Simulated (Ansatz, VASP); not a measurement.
## Two plane-wave programs on MgO

```
CELL_PARAMETERS angstrom
3.49192 0.00000 0.00000
-1.74596 3.02409 0.00000
0.00000 0.00000 4.47122
ATOMIC_POSITIONS crystal
Mg 0.33333 0.66667 0.00216
Mg 0.66667 0.33333 0.50216
O 0.33333 0.66667 0.40244
O 0.66667 0.33333 0.90244
```

Alike in both runs: task single point; functional LDA; k mesh 9 × 9 × 6; occupations gaussian, width 0.05 eV; no spin polarisation.

|  | VASP | Ansatz |
| --- | --- | --- |
| version | VASP 6.6.1 | Ansatz 0.2.0 |
| potentials or method | VASP PAW LDA potentials, release 64 (Mg_sv, O), cutoff 750 eV | scalar-relativistic, plane waves, PAW |
| valence electrons in the cell | 32 | 32 |

Ansatz gave:

* gap on the k mesh at the Fermi level (eV): 3.19
* least direct gap on the mesh (eV): 3.19
* rms of the force components (eV/Å): 1.458

Problem. Estimate VASP's values.

Solution. gap on the k mesh at the Fermi level (eV): 3.20; least direct gap on the mesh (eV): 3.20; rms of the force components (eV/Å): 1.505.

LDA's correlation is that of Perdew and Zunger in VASP and of Perdew and Wang (1992) in Ansatz. Atom by atom the forces differ by 0.047 eV/Å (rms over components).
